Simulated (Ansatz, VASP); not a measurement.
Two plane-wave programs on NaSnCl3

```xyz
5
Lattice="5.4152 0.0000 0.0000 0.0000 5.4152 0.0000 0.0000 0.0000 5.4152" Properties=species:S:1:pos:R:3 pbc="T T T"
Na    0.0000    0.0000    0.0000
Sn    2.7076    2.7076    2.7076
Cl    2.7076    2.7076    0.0000
Cl    2.7076    0.0000    2.7076
Cl    0.0000    2.7076    2.7076
```

Alike in both runs: task single point; functional r2SCAN; k mesh 4 × 4 × 4; no spin polarisation.

|  | VASP | Ansatz |
| --- | --- | --- |
| version | VASP 6.6.1 | Ansatz 0.2.0 |
| potentials or method | VASP PAW PBE potentials, release 64 (Na_pv, Sn_d, Cl) | plane waves, PAW |
| plane-wave cutoff (eV) | 520 | 500 |
| occupations | gaussian, width 0.01 eV | fixed |
| valence electrons in the cell | 42 | 44 |

```tsv
	VASP	Ansatz	Ansatz less VASP
gap on the k mesh at the Fermi level (eV)	0.44	0.43	-0.011
pressure (GPa)	1.7	1.8	+0.03
```

VASP's potentials were made for PBE, not for r2SCAN. VASP's potentials hold 42 valence electrons a cell and Ansatz's 44, so a difference there can come from the potentials and not from the codes.
